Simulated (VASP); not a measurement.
# Al6H in VASP: a series of runs

Al6H is run at these levels: PBE; tasks: single point.

All numbers are computed with VASP 6.6.1; they aren't measurements. Logs are shortened: lines on timing, memory, paths and dates and some standing lists are left out, and cuts for length are marked.

### 1 The cell of the first run

The cell holds a slab with vacuum, 14 atoms: a = 5.714 Å, b = 5.714 Å, c = 22.175 Å, α = 90.00°, β = 90.00°, γ = 90.00°.

### 2 Single point, PBE

The input, INCAR:

```
SYSTEM = Al6H
PREC = Accurate
ENCUT = 520
EDIFF = 1E-7
ISMEAR = 0
SIGMA = 0.1
LREAL = .False.
LASPH = .True.
NELM = 100
ALGO = Normal
ISIF = 2
LWAVE = .False.
LCHARG = .False.
LDIPOL = .True.
IDIPOL = 3
DIPOL = 0.5 0.5 0.301
GGA = PE
NBANDS = 32
```

The input, KPOINTS:

```
regular mesh
0
Gamma
  5 5 1
  0 0 0
```

The input, POSCAR:

```
Al6H
1.0
    5.7135165837      0.0000000000      0.0000000000
    0.0000000000      5.7135165837      0.0000000000
    0.0000000000      0.0000000000     22.1746954375
Al H
12 2
Direct
    0.2500000000      0.2500000000      0.1803857921
    0.2500000000      0.7500000000      0.1803857921
    0.7500000000      0.2500000000      0.1803857921
    0.7500000000      0.7500000000      0.1803857921
    0.0000000000      0.0000000000      0.2744050924
    0.0000000000      0.5000000000      0.2744050924
    0.5000000000      0.0000000000      0.2744050924
    0.5000000000      0.5000000000      0.2744050924
    0.2500000000      0.2500000000      0.3686497278
    0.2500000000      0.7500000000      0.3686497278
    0.7500000000      0.2500000000      0.3686497278
    0.7500000000      0.7500000000      0.3686497278
    0.0000000000     -0.0568826563      0.4610974462
    0.0000000000      0.0568826563      0.4610974462
```

Potentials or basis: VASP PAW PBE potentials, release 64 (Al, H).

The run is started by

```sh
$ cat potpaw_PBE.64/Al/POTCAR potpaw_PBE.64/H/POTCAR > POTCAR
$ mpirun -np 1 vasp_std > vasp.out
```

OUTCAR:

```text
SYSTEM = Al6H
   PREC = Accurate
   ENCUT = 520
   EDIFF = 1E-7
   ISMEAR = 0
   LREAL = .False.
   LASPH = .True.
   NELM = 100
   ISIF = 2
   GGA = PE

 ion  position               nearest neighbor table
   1  0.250  0.250  0.180-   2 2.86   3 2.86   2 2.86   3 2.86   7 2.90   8 2.90   5 2.90   6 2.90

   2  0.250  0.750  0.180-   1 2.86   4 2.86   1 2.86   4 2.86   7 2.90   8 2.90   5 2.90   6 2.90

   3  0.750  0.250  0.180-   1 2.86   4 2.86   4 2.86   1 2.86   7 2.90   8 2.90   5 2.90   6 2.90

   4  0.750  0.750  0.180-   2 2.86   3 2.86   3 2.86   2 2.86   7 2.90   8 2.90   5 2.90   6 2.90

   5  0.000  0.000  0.274-   6 2.86   7 2.86   6 2.86   7 2.86   1 2.90   2 2.90   3 2.90   4 2.90
                            11 2.91  12 2.91   9 2.91  10 2.91
   6  0.000  0.500  0.274-   5 2.86   8 2.86   5 2.86   8 2.86   1 2.90   2 2.90   3 2.90   4 2.90
                            11 2.91  12 2.91   9 2.91  10 2.91
   7  0.500  0.000  0.274-   5 2.86   8 2.86   8 2.86   5 2.86   1 2.90   2 2.90   3 2.90   4 2.90
                            11 2.91  12 2.91   9 2.91  10 2.91
   8  0.500  0.500  0.274-   6 2.86   7 2.86   7 2.86   6 2.86   1 2.90   2 2.90   3 2.90   4 2.90
                            11 2.91  12 2.91   9 2.91  10 2.91
   9  0.250  0.250  0.369-  10 2.86  11 2.86  10 2.86  11 2.86   5 2.91   6 2.91   7 2.91   8 2.91

  10  0.250  0.750  0.369-   9 2.86  12 2.86   9 2.86  12 2.86   5 2.91   6 2.91   7 2.91   8 2.91

  11  0.750  0.250  0.369-   9 2.86  12 2.86  12 2.86   9 2.86   5 2.91   6 2.91   7 2.91   8 2.91

  12  0.750  0.750  0.369-  10 2.86  11 2.86  11 2.86  10 2.86   5 2.91   6 2.91   7 2.91   8 2.91

  13  0.000  0.943  0.461-  14 0.65
  14  0.000  0.057  0.461-  13 0.65

  LATTYP: Found a simple tetragonal cell.
 ALAT       =     5.7135165837
 C/A-ratio  =     3.8810940885

  Lattice vectors:

 A1 = (   5.7135165837,   0.0000000000,   0.0000000000)
 A2 = (   0.0000000000,   5.7135165837,   0.0000000000)
 A3 = (   0.0000000000,   0.0000000000,  22.1746954375)

Analysis of symmetry for initial positions (statically):
=====================================================================
 Subroutine PRICEL returns:
 Original cell was already a primitive cell.

 Routine SETGRP: Setting up the symmetry group for a
 simple tetragonal supercell.

 Subroutine GETGRP returns: Found  4 space group operations
 (whereof  4 operations were pure point group operations)
 out of a pool of 16 trial point group operations.

The static configuration has the point symmetry C_2v.

Analysis of symmetry for dynamics (positions and initial velocities):
=====================================================================
 Subroutine PRICEL returns:
 Original cell was already a primitive cell.

 Routine SETGRP: Setting up the symmetry group for a
 simple tetragonal supercell.

 Subroutine GETGRP returns: Found  4 space group operations
 (whereof  4 operations were pure point group operations)
 out of a pool of 16 trial point group operations.

The dynamic configuration has the point symmetry C_2v.

 Subroutine INISYM returns: Found  4 space group operations
 (whereof  4 operations are pure point group operations),
 and found     1 'primitive' translations

----------------------------------------------------------------------------------------

                                     Primitive cell

  volume of cell :     723.8768

  direct lattice vectors                    reciprocal lattice vectors
     5.713516584  0.000000000  0.000000000     0.175023558  0.000000000  0.000000000
     0.000000000  5.713516584  0.000000000     0.000000000  0.175023558  0.000000000
     0.000000000  0.000000000 22.174695437     0.000000000  0.000000000  0.045096448

  length of vectors
     5.713516584  5.713516584 22.174695437     0.175023558  0.175023558  0.045096448

  position of ions in fractional coordinates (direct lattice)
     0.250000000  0.250000000  0.180385792
     0.250000000  0.750000000  0.180385792
     0.750000000  0.250000000  0.180385792
     0.750000000  0.750000000  0.180385792
     0.000000000  0.000000000  0.274405092
     0.000000000  0.500000000  0.274405092
     0.500000000  0.000000000  0.274405092
     0.500000000  0.500000000  0.274405092
     0.250000000  0.250000000  0.368649728
     0.250000000  0.750000000  0.368649728
     0.750000000  0.250000000  0.368649728
     0.750000000  0.750000000  0.368649728
     0.000000000  0.943117344  0.461097446
     0.000000000  0.056882656  0.461097446

  ion indices of the primitive-cell ions
   primitive index   ion index
                 1           1
                 2           2
                 3           3
                 4           4
                 5           5
                 6           6
                 7           7
                 8           8
                 9           9
                10          10
                11          11
                12          12
                13          13
                14          14

----------------------------------------------------------------------------------------

 KPOINTS: regular mesh

Automatic generation of k-mesh.
 Grid dimensions read from file:
 generate k-points for:    5    5    1

 Generating k-lattice:

  Cartesian coordinates                     Fractional coordinates (reciprocal lattice)
     0.035004712  0.000000000  0.000000000     0.200000000  0.000000000  0.000000000
     0.000000000  0.035004712  0.000000000     0.000000000  0.200000000  0.000000000
     0.000000000  0.000000000  0.045096448     0.000000000  0.000000000  1.000000000

  Length of vectors
     0.035004712  0.035004712  0.045096448

  Shift w.r.t. Gamma in fractional coordinates (k-lattice)
     0.000000000  0.000000000  0.000000000

 Subroutine IBZKPT returns following result:
 ===========================================

 Found      9 irreducible k-points:

 Following reciprocal coordinates:
            Coordinates               Weight
  0.000000  0.000000  0.000000      1.000000
  0.200000  0.000000  0.000000      2.000000
  0.000000  0.200000  0.000000      2.000000
  0.400000  0.000000  0.000000      2.000000
  0.000000  0.400000  0.000000      2.000000
  0.200000  0.200000  0.000000      4.000000
  0.400000  0.200000  0.000000      4.000000
 -0.200000  0.400000  0.000000      4.000000
  0.400000  0.400000  0.000000      4.000000
   k-points           NKPTS =      9   k-points in BZ     NKDIM =      9   number of bands    NBANDS=     32
   number of dos      NEDOS =    301   number of ions     NIONS =     14
   total plane-waves  NPLWV = 296352
   dimension x,y,z NGX =    42 NGY =   42 NGZ =  168
   dimension x,y,z NGXF=    84 NGYF=   84 NGZF=  336
   ions per type =              12   2
   NGX,Y,Z   is equivalent  to a cutoff of  12.22, 12.22, 12.60 a.u.
   NGXF,Y,Z  is equivalent  to a cutoff of  24.44, 24.44, 25.19 a.u.
 SYSTEM =  Al6H
   PREC   = accura    normal or accurate (medium, high low for compatibility)
   ISTART =      0    job   : 0-new  1-cont  2-samecut
   ICHARG =      2    charge: 1-file 2-atom 10-const
   ISPIN  =      1    spin polarized calculation?
   LNONCOLLINEAR =      F non collinear calculations
   LSORBIT =      F    spin-orbit coupling
   LASPH  =      T    aspherical Exc in radial PAW
   ENCUT  =  520.0 eV  38.22 Ry    6.18 a.u.  10.62 10.62 41.23*2*pi/ulx,y,z
   NELM   =    100;   NELMIN=  2; NELMDL= -5     # of ELM steps
   EDIFF  = 0.1E-06   stopping-criterion for ELM
   LREAL  =      F    real-space projection
   EDIFFG = 0.1E-05   stopping-criterion for IOM
   NSW    =      0    number of steps for IOM
   IBRION =     -1    ionic relax: 0-MD 1-quasi-New 2-CG
   NFREE  =      0    steps in history (QN), initial steepest desc. (CG)
   ISIF   =      2    stress and relaxation
   ISYM   =      2    0-nonsym 1-usesym 2-fastsym
   POTIM  = 0.5000    time-step for ionic-motion
   TEBEG  =    0.0;   TEEND  =   0.0 temperature during run
   PSTRESS=    0.0 pullay stress
   NELECT =      38.0000    total number of electrons
   NUPDOWN=      -1.0000    fix difference up-down
   EMIN   =  10.00;   EMAX   =-10.00  energy-range for DOS
   EFERMI =   0.00;   METHOD = LEGACY
   ISMEAR =     0;   SIGMA  =   0.10  broadening in eV -4-tet -1-fermi 0-gaus
   EFERMI_NEDOS =   21; number of points for ismear=-14 and -15
   IALGO  =     38    algorithm
   IMIX   =      4    mixing-type and parameters
     AMIX     =   0.40;   BMIX     =  1.00
     AMIX_MAG =   1.60;   BMIX_MAG =  1.00
  volume/ion in A,a.u.               =      51.71       348.93
  Fermi-wavevector in a.u.,A,eV,Ry     =   0.612982  1.158368  5.112350  0.375747
  Thomas-Fermi vector in A             =   1.669467
   LORBIT       =      0    0 simple, 1 ext, 2 COOP (PROOUT), +10 PAW based schemes
   GGA     = PE    functional components
   LHFCALC =     F    Hartree Fock is set to
   AEXX    =    0.0000 exact exchange contribution
   IVDW    =     0    specifies the selected vdW correction
   LEPSILON=     F    determine dielectric tensor
   LRPA    =     F    only Hartree local field effects (RPA)
 non-spin polarized calculation
 Gauss-broadening in eV      SIGMA  =   0.10
  energy-cutoff  :      520.00
  volume of cell :      723.88
 maximum number of plane-waves:     19525
   NGX = 21   NGY = 21   NGZ = 83

 dipolmoment           0.000000      0.000000      0.026248 electrons x Angstroem

 number of electron      37.9999997 magnetization

 dipolmoment           0.000000      0.000000     -0.042020 electrons x Angstroem

 Free energy of the ion-electron system (eV)
  ---------------------------------------------------
  ext. energy  EPLUGINS =         0.00000000
  ---------------------------------------------------
  free energy    TOTEN  =       -47.42790967 eV

  energy without entropy =      -47.40827856  energy(sigma->0) =      -47.41809412

 E-fermi :  -0.8949     XC(G=0):  -3.8235

 val. band max:       -0.9067579346   @ k =   0.0000   0.0000   0.0000
 cond. band min:      -0.8831790160   @ k =   0.0000   0.0000   0.0000
 fundamental gap:      0.0235789185
 Fermi energy:        -0.8948764149

 k-point     1 :       0.0000    0.0000    0.0000
  band No.  band energies     occupation
      1     -10.9858      2.00000
      2      -9.1175      2.00000
      3      -8.1740      2.00000
      4      -6.5818      2.00000
      5      -6.5800      2.00000
      6      -6.4579      2.00000
[... 23 lines left out ...]
     30       2.0769      0.00000
     31       2.1797      0.00000

 k-point     2 :       0.2000    0.0000    0.0000
  band No.  band energies     occupation
      1     -10.8060      2.00000
      2      -8.9914      2.00000
      3      -8.2234      2.00000
      4      -7.9966      2.00000
      5      -6.4078      2.00000
      6      -6.2817      2.00000
[... 23 lines left out ...]
     30       1.9120      0.00000
     31       2.4308      0.00000

 k-point     3 :       0.0000    0.2000    0.0000
  band No.  band energies     occupation
      1     -10.8060      2.00000
      2      -8.9898      2.00000
      3      -8.2207      2.00000
      4      -8.0011      2.00000
      5      -6.4060      2.00000
      6      -6.2809      2.00000
[... 193 lines left out ...]
     30       2.4761      0.00000
     31       2.7052      0.00000

 k-point     9 :       0.4000    0.4000    0.0000
  band No.  band energies     occupation
      1      -9.5615      2.00000
      2      -8.8023      2.00000
      3      -8.6383      2.00000
      4      -8.3913      2.00000
      5      -7.7392      2.00000
      6      -7.3348      2.00000
[... 23 lines left out ...]
     30       2.1452      0.00000
     31       2.6020      0.00000
 [bands above 31 left out]

------------------------ aborting loop because EDIFF is reached ----------------------------------------

 vacuum level on the upper side and lower side of the slab       (xc-potential included)        -0.160         0.060

  FORCE on cell =-STRESS in cart. coord.  units (eV):
  Direction    XX          YY          ZZ          XY          YZ          ZX
  --------------------------------------------------------------------------------------
  -------------------------------------------------------------------------------------
  Total       -6.8025504     -3.5299354      1.0451783      0.0000000      0.0000000      0.0000000
  in kB      -15.0562807     -7.8129077      2.3133232      0.0000000      0.0000000      0.0000000
  external PRESSURE =      -6.8519551 kB  Pullay stress =       0.0000000 kB

 VOLUME and BASIS-vectors are now :
 -----------------------------------------------------------------------------
  energy-cutoff  :      520.00
  volume of cell :      723.88
      direct lattice vectors                 reciprocal lattice vectors
     5.713516584  0.000000000  0.000000000     0.175023558  0.000000000  0.000000000
     0.000000000  5.713516584  0.000000000     0.000000000  0.175023558  0.000000000
     0.000000000  0.000000000 22.174695437     0.000000000  0.000000000  0.045096448

 POSITION                                       TOTAL-FORCE (eV/Angst)
 -----------------------------------------------------------------------------------
      1.42838      1.42838      4.00000         0.002967      0.007292      0.025334
      1.42838      4.28514      4.00000         0.002967     -0.007292      0.025334
      4.28514      1.42838      4.00000        -0.002967      0.007292      0.025334
      4.28514      4.28514      4.00000        -0.002967     -0.007292      0.025334
      0.00000      0.00000      6.08485        -0.000000      0.000000      0.020396
      0.00000      2.85676      6.08485        -0.000000      0.000000     -0.031888
      2.85676      0.00000      6.08485        -0.000000      0.000000     -0.033528
      2.85676      2.85676      6.08485        -0.000000      0.000000      0.049723
      1.42838      1.42838      8.17470         0.143767      0.149949     -0.211588
      1.42838      4.28514      8.17470         0.143767     -0.149949     -0.211588
      4.28514      1.42838      8.17470        -0.143767      0.149949     -0.211588
      4.28514      4.28514      8.17470        -0.143767     -0.149949     -0.211588
      0.00000      5.38852     10.22470        -0.000000     -5.038713      0.370155
      0.00000      0.32500     10.22470        -0.000000      5.038713      0.370155
 -----------------------------------------------------------------------------------
    total drift:                               -0.000000      0.000000     -0.000271

  FREE ENERGIE OF THE ION-ELECTRON SYSTEM (eV)
  ---------------------------------------------------
  free  energy   TOTEN  =       -47.4279096671 eV

  energy  without entropy=      -47.4082785641  energy(sigma->0) =      -47.41809412

 vacuum level on the upper side and lower side of the slab         3.316         3.539
```

Run time: 13 min. Hardware: 1 thread of Intel Xeon 8259CL, shared host; peak memory 0.68 GiB.

What came out:

```
Free energy            : -47.4279 eV
Largest force          : 5.052 eV/Å
Band gap on the k mesh : zero (bands 19 and 20 overlap by 0.60 eV)
```

Forces on the atoms (eV/Å):
```
Al   0.003  0.007  0.025
Al   0.003 -0.007  0.025
Al  -0.003  0.007  0.025
Al  -0.003 -0.007  0.025
Al   0.000  0.000  0.020
Al   0.000  0.000 -0.032
Al   0.000  0.000 -0.034
Al   0.000  0.000  0.050
Al   0.144  0.150 -0.212
Al   0.144 -0.150 -0.212
Al  -0.144  0.150 -0.212
Al  -0.144 -0.150 -0.212
H    0.000 -5.039  0.370
H    0.000  5.039  0.370
```

Levels at points of the mesh, in eV from the Fermi level:
```tsv
k point	band 16	band 17	band 18	band 19	band 20	band 21	band 22	band 23
(0.00, 0.00, 0.00)	-0.88	-0.84	-0.69	-0.35	-0.01	0.01	0.02	0.12
```

### 3 Single point, PBE

The input, INCAR:

```
PREC = Accurate
ENCUT = 520
EDIFF = 1E-7
ISMEAR = 0
SIGMA = 0.1
LREAL = False
LASPH = True
NELM = 60
ALGO = Normal
ISIF = 2
LWAVE = False
LCHARG = False
LDIPOL = True
IDIPOL = 3
DIPOL = 0.5 0.5 0.307
GGA = PE
NBANDS = 32
```

The input, KPOINTS:

```
regular mesh
0
Gamma
  5 5 1
```

POSCAR: that of step 2 with these lines changed.

```diff
@@ -20,3 +20,3 @@
     0.7500000000      0.7500000000      0.3686497278
-    0.0000000000     -0.0568826563      0.4610974462
-    0.0000000000      0.0568826563      0.4610974462
+    0.0000000000     -0.0568826563      0.5039390719
+    0.0000000000      0.0568826563      0.5039390719
```

Potentials or basis: VASP PAW PBE potentials, release 64 (Al, H).

The run is started by

```sh
$ cat potpaw_PBE.64/Al/POTCAR potpaw_PBE.64/H/POTCAR > POTCAR
$ mpirun -np 1 vasp_std > vasp.out
```

Wall time 14 min (1 thread of Intel Xeon 8259CL, shared host); peak memory 0.68 GiB.

The run converged. Its results:

```yaml
Free_energy: -47.7951 eV
Largest_force: 4.887 eV/Å
Band_gap_on_the_k_mesh: zero (bands 19 and 20 overlap by 0.53 eV)
```

Forces on the atoms (eV/Å):
```
Al   0.002  0.003  0.018
Al   0.002 -0.003  0.018
Al  -0.002  0.003  0.018
Al  -0.002 -0.003  0.018
Al   0.000  0.000  0.004
Al   0.000  0.000  0.006
Al   0.000  0.000  0.006
Al   0.000  0.000  0.017
Al   0.013  0.015 -0.059
Al   0.013 -0.015 -0.059
Al  -0.013  0.015 -0.059
Al  -0.013 -0.015 -0.059
H    0.000 -4.886  0.066
H    0.000  4.886  0.066
```

Levels at points of the mesh, in eV from the Fermi level:
```
           k point  band 16  band 17  band 18  band 19  band 20  band 21  band 22  band 23
(0.00, 0.00, 0.00)    -0.76    -0.76    -0.66    -0.32     0.03     0.04     0.06     0.06
```

### 4 Single point, PBE

The input, INCAR:

```
  PREC = Accurate
  ENCUT = 520
  EDIFF = 1E-6
  ISMEAR = 0
  SIGMA = 0.1
  LREAL = F
  LASPH = T
  NELM = 100
  ALGO = Normal
  ISIF = 2
  LWAVE = F
  LCHARG = T
  LDIPOL = T
  IDIPOL = 3
  DIPOL = 0.5 0.5 0.291
  GGA = PE
  LELF = T
  LVHAR = T
  LVACPOTAV = T
  NBANDS = 32
```

KPOINTS is that of step 3.

POSCAR: that of step 3 with these lines changed.

```diff
@@ -20,3 +20,3 @@
     0.7500000000      0.7500000000      0.3686497278
-    0.0000000000     -0.0568826563      0.5039390719
-    0.0000000000      0.0568826563      0.5039390719
+    0.0000000000     -0.0656338342      0.3889431294
+    0.0000000000      0.0656338342      0.3889431294
```

The run is started by

```sh
$ cat potpaw_PBE.64/Al/POTCAR potpaw_PBE.64/H/POTCAR > POTCAR
$ mpirun -np 1 vasp_std > vasp.out
```

Wall time 12 min (1 thread of Intel Xeon 8259CL, shared host); peak memory 0.68 GiB.

It converged, with:

- Free energy: -45.9089 eV
- Largest force: 3.981 eV/Å
- Band gap on the k mesh: zero (bands 19 and 20 overlap by 0.51 eV)

Forces on the atoms (eV/Å):
```
Al   0.003 -0.006 -0.026
Al   0.003  0.006 -0.026
Al  -0.003 -0.006 -0.026
Al  -0.003  0.006 -0.026
Al   0.000  0.000 -0.464
Al   0.000  0.000 -0.073
Al   0.000  0.000 -0.046
Al   0.000  0.000  0.027
Al   0.893  0.881 -0.302
Al   0.893 -0.881 -0.302
Al  -0.893  0.881 -0.302
Al  -0.893 -0.881 -0.302
H    0.000 -3.870  0.934
H    0.000  3.870  0.934
```

Levels at points of the mesh, in eV from the Fermi level:
```
           k point  band 15  band 16  band 17  band 18  band 19  band 20  band 21  band 22  band 23  band 24
(0.00, 0.00, 0.00)    -1.63    -1.34    -1.05    -0.81    -0.41    -0.32    -0.18    -0.13     0.96     1.33
```

### 5 Summary

```csv
cell,gap on the mesh (eV),largest force (eV/Å)
"as given, atomic positions A",none,5.05
"as given, atomic positions B",none,4.89
"as given, atomic positions C",none,3.98
```

Alike in all rows: task single point; level PBE; potentials or basis VASP PAW PBE potentials, release 64 (Al, H); no spin polarisation; k mesh 5 × 5 × 1; cutoff (eV) 520; smearing gaussian 0.1 eV.

Total energies depend on the potentials used, so only differences within one code and one set of settings carry meaning.
